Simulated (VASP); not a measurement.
# TePb (Fm-3m) in VASP: settings compared

TePb is run at these levels: PBE+D4, revPBE, BLYP+D3(BJ); tasks: single point.

Program: VASP 6.6.1. These are calculated values, not measurements. Logs are shortened: lines on timing, memory, paths and dates and some standing lists are left out, and cuts for length are marked.

## (1) The cell of the first run

It takes space group Fm-3m (No. 225, cubic). The conventional cell has a = 6.589 Å, b = 6.589 Å, c = 6.589 Å, α = 90.00°, β = 90.00°, γ = 90.00°. Within 4.3 Å of Pb (site symmetry m-3m) lie 6 Te at 3.29 Å. Within 4.3 Å of Te (site symmetry m-3m) lie 6 Pb at 3.29 Å.

## (2) Single point, PBE+D4

Contents of INCAR:

```
SYSTEM = TePb
PREC = Accurate ; ENCUT = 520
EDIFF = 1E-7 ; ISMEAR = -1
SIGMA = 0.05 ; LREAL = .FALSE.
LASPH = .TRUE. ; NELM = 80
ALGO = Normal ; ISIF = 2
LWAVE = .FALSE. ; LCHARG = .FALSE.
GGA = PE ; IVDW = 13
NBANDS = 17
```

Contents of KPOINTS:

```
regular mesh
0
G
  7 7 7
  0 0 0
```

Contents of POSCAR:

```
TePb
1.0
    0.0000000000      3.2943690292      3.2943690292
    3.2943690292      0.0000000000      3.2943690292
    3.2943690292      3.2943690292      0.0000000000
Pb Te
1 1
Direct
    0.0000000000      0.0000000000      0.0000000000
    0.5000000000      0.5000000000      0.5000000000
```

Potentials or basis: VASP PAW PBE potentials, release 64 (Pb_d, Te).

On the command line:

```console
> cat potpaw_PBE.64/Pb_d/POTCAR potpaw_PBE.64/Te/POTCAR > POTCAR
> mpirun -np 1 vasp_std > vasp.out
```

OUTCAR:

```text
SYSTEM = TePb
   PREC = Accurate
   ENCUT = 520
   EDIFF = 1E-7
   ISMEAR = -1
   LREAL = .FALSE.
   LASPH = .TRUE.
   NELM = 80
   ISIF = 2
   GGA = PE
   IVDW = 13

 ion  position               nearest neighbor table
   1  0.000  0.000  0.000-   2 3.29   2 3.29   2 3.29   2 3.29   2 3.29   2 3.29
   2  0.500  0.500  0.500-   1 3.29   1 3.29   1 3.29   1 3.29   1 3.29   1 3.29

  LATTYP: Found a face centered cubic cell.
 ALAT       =     6.5887380584

  Lattice vectors:

 A1 = (   0.0000000000,   3.2943690292,   3.2943690292)
 A2 = (   3.2943690292,   0.0000000000,   3.2943690292)
 A3 = (   3.2943690292,   3.2943690292,   0.0000000000)

Analysis of symmetry for initial positions (statically):
=====================================================================
 Subroutine PRICEL returns:
 Original cell was already a primitive cell.

 Routine SETGRP: Setting up the symmetry group for a
 face centered cubic supercell.

 Subroutine GETGRP returns: Found 48 space group operations
[... 9 lines left out ...]

 Routine SETGRP: Setting up the symmetry group for a
 face centered cubic supercell.

 Subroutine GETGRP returns: Found 48 space group operations
[... 11 lines left out ...]
                                     Primitive cell

  volume of cell :      71.5067

  direct lattice vectors                    reciprocal lattice vectors
     0.000000000  3.294369029  3.294369029    -0.151774132  0.151774132  0.151774132
     3.294369029  0.000000000  3.294369029     0.151774132 -0.151774132  0.151774132
     3.294369029  3.294369029  0.000000000     0.151774132  0.151774132 -0.151774132

  length of vectors
     4.658941361  4.658941361  4.658941361     0.262880508  0.262880508  0.262880508

  position of ions in fractional coordinates (direct lattice)
     0.000000000  0.000000000  0.000000000
     0.500000000  0.500000000  0.500000000

  ion indices of the primitive-cell ions
   primitive index   ion index
                 1           1
                 2           2

----------------------------------------------------------------------------------------

 KPOINTS: regular mesh

Automatic generation of k-mesh.
 Grid dimensions read from file:
 generate k-points for:    7    7    7

 Generating k-lattice:
[... 47 lines left out ...]
 SYSTEM =  TePb
   PREC   = accura    normal or accurate (medium, high low for compatibility)
   ISTART =      0    job   : 0-new  1-cont  2-samecut
   ICHARG =      2    charge: 1-file 2-atom 10-const
   ISPIN  =      1    spin polarized calculation?
   LNONCOLLINEAR =      F non collinear calculations
   LSORBIT =      F    spin-orbit coupling
   LASPH  =      T    aspherical Exc in radial PAW
   ENCUT  =  520.0 eV  38.22 Ry    6.18 a.u.   8.66  8.66  8.66*2*pi/ulx,y,z
   NELM   =     80;   NELMIN=  2; NELMDL= -5     # of ELM steps
   EDIFF  = 0.1E-06   stopping-criterion for ELM
   LREAL  =      F    real-space projection
   EDIFFG = 0.1E-05   stopping-criterion for IOM
   NSW    =      0    number of steps for IOM
   IBRION =     -1    ionic relax: 0-MD 1-quasi-New 2-CG
   NFREE  =      0    steps in history (QN), initial steepest desc. (CG)
   ISIF   =      2    stress and relaxation
   ISYM   =      2    0-nonsym 1-usesym 2-fastsym
   POTIM  = 0.5000    time-step for ionic-motion
   TEBEG  =    0.0;   TEEND  =   0.0 temperature during run
   PSTRESS=    0.0 pullay stress
   NELECT =      20.0000    total number of electrons
   NUPDOWN=      -1.0000    fix difference up-down
   EMIN   =  10.00;   EMAX   =-10.00  energy-range for DOS
   EFERMI =   0.00;   METHOD = LEGACY
   ISMEAR =    -1;   SIGMA  =   0.05  broadening in eV -4-tet -1-fermi 0-gaus
   EFERMI_NEDOS =   21; number of points for ismear=-14 and -15
   IALGO  =     38    algorithm
   IMIX   =      4    mixing-type and parameters
     AMIX     =   0.40;   BMIX     =  1.00
     AMIX_MAG =   1.60;   BMIX_MAG =  1.00
  volume/ion in A,a.u.               =      35.75       241.28
  Fermi-wavevector in a.u.,A,eV,Ry     =   1.070621  2.023181 15.595408  1.146230
  Thomas-Fermi vector in A             =   2.206337
   LORBIT       =      0    0 simple, 1 ext, 2 COOP (PROOUT), +10 PAW based schemes
   GGA     = PE    functional components
   LHFCALC =     F    Hartree Fock is set to
   AEXX    =    0.0000 exact exchange contribution
   IVDW    =    13    specifies the selected vdW correction
   LEPSILON=     F    determine dielectric tensor
   LRPA    =     F    only Hartree local field effects (RPA)
 non-spin polarized calculation
  energy-cutoff  :      520.00
  volume of cell :       71.51
 maximum number of plane-waves:      1948
   NGX = 17   NGY = 17   NGZ = 17

 number of electron      19.9999998 magnetization

 Free energy of the ion-electron system (eV)
  ---------------------------------------------------
  ext. energy  EPLUGINS =         0.00000000
  ---------------------------------------------------
  free energy    TOTEN  =        -7.52325620 eV

  energy without entropy =       -7.52325481  energy(sigma->0) =       -7.52325550

 E-fermi :   5.3555     XC(G=0):  -9.0406

 val. band max:        4.7978852666   @ k =   0.4286   0.0000   0.0000
 cond. band min:       5.8868791658   @ k =   0.4286   0.0000   0.0000
 fundamental gap:      1.0889938992
 Fermi energy:         5.3554912080

 k-point     1 :       0.0000    0.0000    0.0000
  band No.  band energies     occupation
      1     -11.7441      2.00000
      2     -11.7441      2.00000
      3     -11.7389      2.00000
      4     -11.7389      2.00000
      5     -11.7389      2.00000
      6      -6.6598      2.00000
[... 377 lines left out ...]
      4     -11.7298      2.00000
      5     -11.7199      2.00000
      6      -5.0697      2.00000
[... 9 lines left out ...]
     16      15.1806      0.00000
     17      15.5028      0.00000

------------------------ aborting loop because EDIFF is reached ----------------------------------------

  DFT-D4 for vdW energy calculation

  Edisp (eV):   -0.83999

  FORCE on cell =-STRESS in cart. coord.  units (eV):
  Direction    XX          YY          ZZ          XY          YZ          ZX
  --------------------------------------------------------------------------------------
  -------------------------------------------------------------------------------------
  Total      -0.14961    -0.14961    -0.14961    -0.00000     0.00000    -0.00000
  in kB      -3.35225    -3.35225    -3.35225    -0.00000     0.00000    -0.00000
  external pressure =       -3.35 kB  Pullay stress =        0.00 kB

 VOLUME and BASIS-vectors are now :
 -----------------------------------------------------------------------------
  energy-cutoff  :      520.00
  volume of cell :       71.51
      direct lattice vectors                 reciprocal lattice vectors
     0.000000000  3.294369029  3.294369029    -0.151774132  0.151774132  0.151774132
     3.294369029  0.000000000  3.294369029     0.151774132 -0.151774132  0.151774132
     3.294369029  3.294369029  0.000000000     0.151774132  0.151774132 -0.151774132

 POSITION                                       TOTAL-FORCE (eV/Angst)
 -----------------------------------------------------------------------------------
      0.00000      0.00000      0.00000        -0.000000      0.000000     -0.000000
      3.29437      3.29437      3.29437         0.000000     -0.000000      0.000000
 -----------------------------------------------------------------------------------
    total drift:                               -0.000000      0.000000      0.000000

  FREE ENERGIE OF THE ION-ELECTRON SYSTEM (eV)
  ---------------------------------------------------
  free  energy   TOTEN  =        -8.3632458580 eV

  energy  without entropy=       -8.3632444626  energy(sigma->0) =       -8.36324516
```

It took 29 s on 1 thread of Intel Xeon 6975P-C, shared host; peak memory 0.21 GiB.

What came out:

| Property | Result |
| --- | --- |
| Free energy | -8.3632 eV |
| Pressure | -0.3 GPa |
| Dispersion energy per atom | -0.420 eV |

Levels at points of the mesh, in eV from the Fermi level:
```
           k point  band 7  band 8  band 9  band 10  band 11  band 12  band 13  band 14
(0.00, 0.00, 0.00)   -6.20   -1.59   -1.59    -1.59     3.55     3.55     3.55     5.46
```

Caveat: this odd mesh misses L, where the gap lies, so gap, dielectric constants and Born charges aren't listed; spin-orbit coupling is left out, which moves the levels of the heavy elements.

## (3) Single point, revPBE

Contents of INCAR:

```
SYSTEM = TePb
PREC = Accurate
ENCUT = 520
EDIFF = 1E-6
ISMEAR = -1
SIGMA = 0.05
LREAL = .False.
LASPH = .True.
NELM = 60
ALGO = Normal
ISIF = 2
LWAVE = .False.
LCHARG = .True.
GGA = RE
LELF = .True.
LVHAR = .True.
NBANDS = 17
```

Contents of KPOINTS:

```
Automatic mesh
0
Gamma
  7 7 7
  0 0 0
```

POSCAR is that of step 2.

Potentials or basis: VASP PAW PBE potentials, release 64 (Pb_d, Te).

On the command line:

```console
> cat potpaw_PBE.64/Pb_d/POTCAR potpaw_PBE.64/Te/POTCAR > POTCAR
> mpirun -np 1 vasp_std > vasp.out
```

Wall time 28 s (1 thread of Intel Xeon 6975P-C, shared host); peak memory 0.21 GiB.

It converged, with:

| Quantity | Value |
| --- | --- |
| Free energy | -6.9263 eV |
| Pressure | 0.6 GPa |

Levels at points of the mesh, in eV from the Fermi level:
```
           k point  band 7  band 8  band 9  band 10  band 11  band 12  band 13  band 14
(0.00, 0.00, 0.00)   -6.20   -1.63   -1.63    -1.63     3.55     3.55     3.55     5.46
```

Caveat: this odd mesh misses L, where the gap lies, so gap, dielectric constants and Born charges aren't listed; the PAW data sets were made with another functional, which shifts forces and pressure a little; spin-orbit coupling is left out, which moves the levels of the heavy elements.

(Continued in part 2 of 2.)
